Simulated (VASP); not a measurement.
# P (R-3m) in VASP: a series of runs

The runs below take P through single point, elastic constants, with RPBE, PBEsol, PBEsol+D4.

Program: VASP 6.6.1. These are calculated values, not measurements. Logs are shortened: lines on timing, memory, paths and dates and some standing lists are left out, and cuts for length are marked.

## Step 1: The cell of the first run

It takes space group R-3m (No. 166, trigonal). Conventional cell: a = 3.497 Å, b = 3.497 Å, c = 9.513 Å, α = 90.00°, β = 90.00°, γ = 120.00°. P (site symmetry 3m) has 6 P at 2.32 to 2.86 Å within 3.1 Å.

## Step 2: Single point, RPBE, non-collinear spin, zero start, spin-orbit coupling

POSCAR

```
P
1.0
    1.7484346925      1.0094592404      3.1708647352
   -1.7484346925      1.0094592404      3.1708647352
    0.0000000000     -2.0189184807      3.1708647352
P
2
Direct
    0.7729197500      0.7729197500      0.7729197500
    0.2270802500      0.2270802500      0.2270802500
```

INCAR.step1

```
SYSTEM = P
  PREC = Accurate
  ENCUT = 520
  EDIFF = 1E-6
  ISMEAR = 1
  SIGMA = 0.1
  LREAL = .FALSE.
  LASPH = .TRUE.
  NELM = 150
  ALGO = Normal
  ISIF = 2
  LWAVE = .FALSE.
  LCHARG = .TRUE.
  MAGMOM = 0 0 0 0 0 0
  LSORBIT = .TRUE.
  GGA_COMPAT = .FALSE.
  LORBMOM = .TRUE.
  GGA = RP
  NBANDS = 22
```

KPOINTS.step1

```
Automatic mesh
0
G
  9 9 9
  0 0 0
```

INCAR.step2

```
SYSTEM = P
  PREC = Accurate
  ENCUT = 520
  EDIFF = 1E-6
  ISMEAR = -5
  SIGMA = 0.1
  LREAL = .FALSE.
  LASPH = .TRUE.
  NELM = 150
  ALGO = Normal
  ISIF = 2
  LWAVE = .FALSE.
  LCHARG = .FALSE.
  MAGMOM = 0 0 0 0 0 0
  LORBIT = 10
  LSORBIT = .TRUE.
  GGA_COMPAT = .FALSE.
  LORBMOM = .TRUE.
  GGA = RP
  NEDOS = 1001
  ICHARG = 11
```

KPOINTS.step2

```
Automatic mesh
0
G
  14 14 14
  0 0 0
```

Potentials or basis: VASP PAW PBE potentials, release 64 (P).

The run is started by

```bash
$ cat potpaw_PBE.64/P/POTCAR > POTCAR
$ cp INCAR.step1 INCAR
$ cp KPOINTS.step1 KPOINTS
$ mpirun -np 1 vasp_ncl > vasp.out
$ cp INCAR.step2 INCAR
$ cp KPOINTS.step2 KPOINTS
$ mpirun -np 1 vasp_ncl > vasp.out
```

OUTCAR:

```text
SYSTEM = P
   PREC = Accurate
   ENCUT = 520
   EDIFF = 1E-6
   ISMEAR = -5
   LREAL = .FALSE.
   LASPH = .TRUE.
   NELM = 150
   ISIF = 2
   LORBIT = 10
   LSORBIT = .TRUE.
   GGA = RP
   ICHARG = 11

 ion  position               nearest neighbor table
   1  0.773  0.773  0.773-   2 2.32   2 2.32   2 2.32   2 2.86   2 2.86   2 2.86
   2  0.227  0.227  0.227-   1 2.32   1 2.32   1 2.32   1 2.86   1 2.86   1 2.86

  LATTYP: Found a trigonal (rhomboedric) cell.
 ALAT       =     3.7590444266
 COS(alpha) =     0.5673129383

  Lattice vectors:

 A1 = (   1.7484346925,   1.0094592404,   3.1708647352)
 A2 = (  -1.7484346925,   1.0094592404,   3.1708647352)
 A3 = (   0.0000000000,  -2.0189184807,   3.1708647352)

Analysis of symmetry for initial positions (statically):
=====================================================================
 Subroutine PRICEL returns:
 Original cell was already a primitive cell.

 Routine SETGRP: Setting up the symmetry group for a
 trigonal (rhombohedral) supercell.

 Subroutine GETGRP returns: Found 12 space group operations
 (whereof 12 operations were pure point group operations)
 out of a pool of 12 trial point group operations.

The static configuration has the point symmetry D_3d.

Analysis of symmetry for dynamics (positions and initial velocities):
=====================================================================
 Subroutine PRICEL returns:
 Original cell was already a primitive cell.

 Routine SETGRP: Setting up the symmetry group for a
 trigonal (rhombohedral) supercell.

 Subroutine GETGRP returns: Found 12 space group operations
 (whereof 12 operations were pure point group operations)
 out of a pool of 12 trial point group operations.

The dynamic configuration has the point symmetry D_3d.

Analysis of structural, dynamic, and magnetic symmetry:
=====================================================================
 Subroutine PRICEL returns:
 Original cell was already a primitive cell.

 Routine SETGRP: Setting up the symmetry group for a
 trigonal (rhombohedral) supercell.

 Subroutine GETGRP returns: Found 12 space group operations
 (whereof 12 operations were pure point group operations)
 out of a pool of 12 trial point group operations.

The overall configuration has the point symmetry D_3d.

 Subroutine INISYM returns: Found 12 space group operations
 (whereof 12 operations are pure point group operations),
 and found     1 'primitive' translations

[... 675 lines left out ...]
 -----------------------------------------------------------------------------------
      0.00000      0.00000      7.35247         0.000000      0.000000      0.069180
      0.00000      0.00000      2.16012         0.000000     -0.000000     -0.069180
 -----------------------------------------------------------------------------------
    total drift:                               -0.000000     -0.000000     -0.000000

  FREE ENERGIE OF THE ION-ELECTRON SYSTEM (eV)
  ---------------------------------------------------
  free  energy   TOTEN  =        -9.9192791752 eV

  energy  without entropy=       -9.9192791752  energy(sigma->0) =       -9.91927918

 orbital moment (x)

 # of ion     p       tot
 --------------------------------
  1         0.000   0.000
  2         0.000   0.000
 --------------------------------
            0.000   0.000

 orbital moment (y)

 # of ion     p       tot
 --------------------------------
  1         0.000   0.000
  2         0.000   0.000
 --------------------------------
            0.000   0.000

 orbital moment (z)

 # of ion     p       tot
 --------------------------------
  1         0.000   0.000
  2         0.000   0.000
 --------------------------------
            0.000   0.000

 Spin-Orbit-Coupling matrix elements

 Ion:    1  E_soc:     -0.0008974
 l=   1
     0.0000000    -0.0001500    -0.0001487
    -0.0001500     0.0000000    -0.0001500
    -0.0001487    -0.0001500     0.0000000
 l=   2
     0.0000000     0.0000000     0.0000000     0.0000000     0.0000000
     0.0000000     0.0000000     0.0000000     0.0000000     0.0000000
     0.0000000     0.0000000     0.0000000     0.0000000     0.0000000
     0.0000000     0.0000000     0.0000000     0.0000000     0.0000000
     0.0000000     0.0000000     0.0000000     0.0000000     0.0000000
 l=   3
     0.0000000     0.0000000     0.0000000     0.0000000     0.0000000     0.0000000     0.0000000
     0.0000000     0.0000000     0.0000000     0.0000000     0.0000000     0.0000000     0.0000000
     0.0000000     0.0000000     0.0000000     0.0000000     0.0000000     0.0000000     0.0000000
     0.0000000     0.0000000     0.0000000     0.0000000     0.0000000     0.0000000     0.0000000
     0.0000000     0.0000000     0.0000000     0.0000000     0.0000000     0.0000000     0.0000000
     0.0000000     0.0000000     0.0000000     0.0000000     0.0000000     0.0000000     0.0000000
     0.0000000     0.0000000     0.0000000     0.0000000     0.0000000     0.0000000     0.0000000

 Ion:    2  E_soc:     -0.0008974
 l=   1
     0.0000000    -0.0001500    -0.0001487
    -0.0001500     0.0000000    -0.0001500
    -0.0001487    -0.0001500     0.0000000
 l=   2
     0.0000000     0.0000000     0.0000000     0.0000000     0.0000000
     0.0000000     0.0000000     0.0000000     0.0000000     0.0000000
     0.0000000     0.0000000     0.0000000     0.0000000     0.0000000
     0.0000000     0.0000000     0.0000000     0.0000000     0.0000000
     0.0000000     0.0000000     0.0000000     0.0000000     0.0000000
 l=   3
     0.0000000     0.0000000     0.0000000     0.0000000     0.0000000     0.0000000     0.0000000
     0.0000000     0.0000000     0.0000000     0.0000000     0.0000000     0.0000000     0.0000000
     0.0000000     0.0000000     0.0000000     0.0000000     0.0000000     0.0000000     0.0000000
     0.0000000     0.0000000     0.0000000     0.0000000     0.0000000     0.0000000     0.0000000
     0.0000000     0.0000000     0.0000000     0.0000000     0.0000000     0.0000000     0.0000000
     0.0000000     0.0000000     0.0000000     0.0000000     0.0000000     0.0000000     0.0000000
     0.0000000     0.0000000     0.0000000     0.0000000     0.0000000     0.0000000     0.0000000

 total charge

# of ion       s       p       d       tot
------------------------------------------
    1        1.097   1.315   0.000   2.412
    2        1.097   1.315   0.000   2.412
--------------------------------------------------
tot          2.194   2.629   0.000   4.823

 magnetization (x)

# of ion       s       p       d       tot
------------------------------------------
    1       -0.000   0.000   0.000  -0.000
    2       -0.000   0.000   0.000  -0.000
--------------------------------------------------
tot         -0.000   0.000   0.000  -0.000

 magnetization (y)

# of ion       s       p       d       tot
------------------------------------------
    1        0.000   0.000   0.000   0.000
    2        0.000   0.000   0.000   0.000
--------------------------------------------------
tot          0.000   0.000   0.000   0.000

 magnetization (z)

# of ion       s       p       d       tot
------------------------------------------
    1        0.000   0.000   0.000   0.000
    2        0.000   0.000   0.000   0.000
--------------------------------------------------
tot          0.000   0.000   0.000   0.000
```

OSZICAR.step1:

```text
N       E                     dE             d eps       ncg     rms          rms(c)
DAV:   1     0.267821243928E+02    0.26782E+02   -0.41401E+03  3740   0.785E+02
DAV:   2    -0.825080469744E+01   -0.35033E+02   -0.33230E+02  4828   0.138E+02
DAV:   3    -0.992213008998E+01   -0.16713E+01   -0.16550E+01  4878   0.271E+01
DAV:   4    -0.993688746065E+01   -0.14757E-01   -0.14729E-01  4506   0.307E+00
DAV:   5    -0.993705151141E+01   -0.16405E-03   -0.16404E-03  4698   0.312E-01    0.735E+00
DAV:   6    -0.992943230634E+01    0.76192E-02   -0.34173E-03  4470   0.479E-01    0.437E+00
DAV:   7    -0.992641016687E+01    0.30221E-02   -0.10761E-02  4238   0.834E-01    0.221E-01
DAV:   8    -0.992665767885E+01   -0.24751E-03   -0.67920E-04  4634   0.183E-01    0.120E-01
DAV:   9    -0.992690424030E+01   -0.24656E-03   -0.24295E-04  4174   0.114E-01    0.398E-02
DAV:  10    -0.992696005327E+01   -0.55813E-04   -0.63153E-05  4370   0.581E-02    0.235E-02
DAV:  11    -0.992697010346E+01   -0.10050E-04   -0.17400E-05  4088   0.304E-02    0.112E-02
DAV:  12    -0.992697068864E+01   -0.58519E-06   -0.41130E-07  3288   0.469E-03
   1 F= -.99269707E+01 E0= -.99269774E+01  d E =0.200902E-04  mag=     0.0000     0.0000    -0.0000
```

Wall time 6.5 min (1 thread of Intel Xeon 8259CL, shared host); peak memory 0.39 GiB.

What came out:

- Net moment: 0.00 μB per cell
- Valence electrons inside the program's atomic spheres: P 2.41

Moments on the atoms (μB; x, y, z):
```
P   0.00 0.00 0.00
P   0.00 0.00 0.00
```

Caveat: the PAW data sets were made with another functional, which shifts forces and pressure a little.

## Step 3: Elastic constants, PBEsol

This run uses another cell than the first one, of 16.14 Å³/atom.

INCAR

```
ALGO = Normal
EDIFF = 1E-8
ENCUT = 600
GGA = PS
IBRION = 6
ISIF = 3
ISMEAR = -1
LASPH = True
LCHARG = False
LREAL = False
LWAVE = False
NBANDS = 12
NELM = 100
NFREE = 2
NSW = 1
POTIM = 0.015
PREC = Accurate
SIGMA = 0.05
```

KPOINTS

```
k-points
0
Gamma
  8 8 8
```

POSCAR

```
P
1.0
    1.7257251780      0.9963478961      3.1296800121
   -1.7257251780      0.9963478961      3.1296800121
    0.0000000000     -1.9926957921      3.1296800121
P
2
Direct
    0.7729197500      0.7729197500      0.7729197500
    0.2270802500      0.2270802500      0.2270802500
```

Potentials or basis: VASP PAW PBE potentials, release 64 (P).

The run is started by

```bash
$ cat potpaw_PBE.64/P/POTCAR > POTCAR
$ mpirun -np 1 vasp_std > vasp.out
```

Wall time 6.9 min (1 thread of Intel Xeon 6975P-C (Granite Rapids), shared host); peak memory 0.33 GiB.

Results (log left out):

```
Voigt bulk modulus            : 50 GPa
Highest phonon frequency at Γ : 352 cm⁻¹
```

Phonon frequencies in cm⁻¹ (negative: imaginary):
```
              q point        frequencies
(0.000, 0.000, 0.000)  0 0 0 298 298 352
```

Elastic tensor in Voigt notation (GPa, in the Cartesian axes of the cell as first typed):
```
113  23  33 -29   0   0
 23 113  33  29   0   0
 33  33  50   0   0   0
-29  29   0  65   0   0
  0   0   0   0  65 -29
  0   0   0   0 -29  45
```

Clamped-ion elastic tensor (GPa):
```
152  62  63 -30   0   0
 62 152  63  30   0   0
 63  63  73   0   0   0
-30  30   0  86   0   0
  0   0   0   0  86 -30
  0   0   0   0 -30  45
```

Caveat: the cell is under stress, which shifts elastic constants; the PAW data sets were made with another functional, which shifts forces and pressure a little.

## Step 4: Elastic constants, PBEsol+D4, collinear spin

This run uses another cell than the first one, of 16.14 Å³/atom.

INCAR

```
  ALGO = Normal
  EDIFF = 1E-8
  ENCUT = 600
  GGA = PS
  IBRION = 6
  ISIF = 3
  ISMEAR = -1
  ISPIN = 2
  IVDW = 13
  LASPH = T
  LCHARG = F
  LORBIT = 11
  LREAL = F
  LWAVE = F
  MAGMOM = 0.5 0.5
  NBANDS = 16
  NELM = 150
  NFREE = 2
  NSW = 1
  POTIM = 0.015
  PREC = Accurate
  SIGMA = 0.01
```

KPOINTS

```
k-points
0
Gamma
  7 7 7
```

POSCAR is that of step 3.

The run is started by

```bash
$ cat potpaw_PBE.64/P/POTCAR > POTCAR
$ mpirun -np 1 vasp_std > vasp.out
```

Run time: 25 min. Hardware: 1 thread of Intel Xeon Platinum 8259CL at 2.50GHz (Skylake/Cascade Lake), shared host; peak memory 0.41 GiB.

The run converged. Its results:

- Net moment: 0.00 μB per cell
- Valence electrons inside the program's atomic spheres: P 2.41
- Voigt bulk modulus: 39 GPa
- Highest phonon frequency at Γ: 392 cm⁻¹
- Dispersion energy per atom: -0.258 eV

Phonon frequencies in cm⁻¹ (negative: imaginary):
```tsv
q point	frequencies
(0.000, 0.000, 0.000)	0 0 0 210 210 392
```

Elastic tensor in Voigt notation (GPa, in the Cartesian axes of the cell as first typed):
```
 85  70  -5 -31   0   0
 70  85  -5  31   0   0
 -5  -5  61   0   0   0
-31  31   0  76   0   0
  0   0   0   0  76 -31
  0   0   0   0 -31   7
```

Clamped-ion elastic tensor (GPa):
```
151  63  40 -12   0   0
 63 151  40  12   0   0
 40  40 128   0   0   0
-12  12   0  86   0   0
  0   0   0   0  86 -12
  0   0   0   0 -12  44
```

Caveat: the cell is under stress, which shifts elastic constants; the elastic tensor has a negative eigenvalue, so either the cell is unstable as it stands or the mesh is too thin; the PAW data sets were made with another functional, which shifts forces and pressure a little.

## Step 5: Summary

```tsv
task	level	spin	cell	k mesh	cutoff (eV)	smearing	k mesh for the DOS	occupations for the DOS	ions in elastic constants	moment (μB)
single point	RPBE	non-collinear, zero start, SOC	a = 3.759 Å, angles 55.4°, 2 atoms	9 × 9 × 9	520	methfessel-paxton 0.1 eV	14 × 14 × 14	tetrahedron	-	0.00
elastic constants	PBEsol	off	a = 3.710 Å, angles 55.4°, 2 atoms	8 × 8 × 8	600	fermi-dirac 0.05 eV	-	-	relaxed	-
elastic constants	PBEsol+D4	collinear	a = 3.710 Å, angles 55.4°, 2 atoms	7 × 7 × 7	600	fermi-dirac 0.01 eV	-	-	relaxed	0.00
```

Alike in all rows: potentials or basis VASP PAW PBE potentials, release 64 (P).

Caveats: the PAW data sets were made with another functional, which shifts forces and pressure a little; the cell is under stress, which shifts elastic constants (at least some runs); the elastic tensor has a negative eigenvalue, so either the cell is unstable as it stands or the mesh is too thin (at least some runs).

Total energies depend on the potentials used, so only differences within one code and one set of settings carry meaning.
